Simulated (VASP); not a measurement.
A run of VASP 6.6.1 is set up as follows.

Contents of POSCAR:

```
SrTiO3
1.0
    3.9068515418      0.0000000000      0.0000000000
    0.0000000000      3.9068515418      0.0000000000
    0.0000000000      0.0000000000      3.9068515418
Sr Ti O
1 1 3
Direct
    0.0000000000      0.0000000000      0.0000000000
    0.5000000000      0.5000000000      0.5000000000
    0.5000000000      0.0000000000      0.5000000000
    0.5000000000      0.5000000000      0.0000000000
    0.0000000000      0.5000000000      0.5000000000
```

File INCAR.step1:

```
PREC     = Accurate       # precision mode
ENCUT    = 520            # plane-wave cutoff, eV
ISMEAR   = -1             # smearing method
SIGMA    = 0.02           # smearing width, eV
LREAL    = False          # projectors in reciprocal space
LASPH    = True           # aspherical terms in the spheres
NELM     = 100            # most SCF steps
NBANDS   = 28             # bands
GGA      = PE             # functional
ALGO     = Normal         # electronic algorithm
EDIFF    = 1E-4           # SCF threshold, eV
LWAVE    = True           # write WAVECAR
LCHARG   = False          # write CHGCAR
```

INCAR.step2

```
PREC     = Accurate       # precision mode
ENCUT    = 520            # plane-wave cutoff, eV
EDIFF    = 1E-6           # SCF threshold, eV
ISMEAR   = -1             # smearing method
SIGMA    = 0.02           # smearing width, eV
LREAL    = False          # projectors in reciprocal space
LASPH    = True           # aspherical terms in the spheres
NELM     = 100            # most SCF steps
ALGO     = Normal         # electronic algorithm
ISIF     = 2              # what is computed and relaxed
LWAVE    = False          # write WAVECAR
LCHARG   = True           # write CHGCAR
METAGGA  = R2SCAN         # meta-GGA
LMIXTAU  = True         
LELF     = True           # ELF
LVHAR    = True         
NBANDS   = 28             # bands
ISTART   = 1
```

Contents of KPOINTS:

```
regular mesh
0
Gamma
  6 6 6
```

Potentials or basis: VASP PAW PBE potentials, release 64 (Sr_sv, Ti_sv, O).

Command:

```sh
$ cat potpaw_PBE.64/Sr_sv/POTCAR potpaw_PBE.64/Ti_sv/POTCAR potpaw_PBE.64/O/POTCAR > POTCAR
$ cp INCAR.step1 INCAR
$ mpirun -np 1 vasp_std > vasp.out
$ cp INCAR.step2 INCAR
$ mpirun -np 1 vasp_std > vasp.out
```

Task: What does it give for the band gap on the k mesh?

Result: 2.27 eV, indirect (least direct gap 2.66 eV).

Task: Predict the pressure.

Result: 0.9 GPa.

Caveat: the PAW data sets were made with another functional, which shifts forces and pressure a little. A k mesh can miss the band edges.
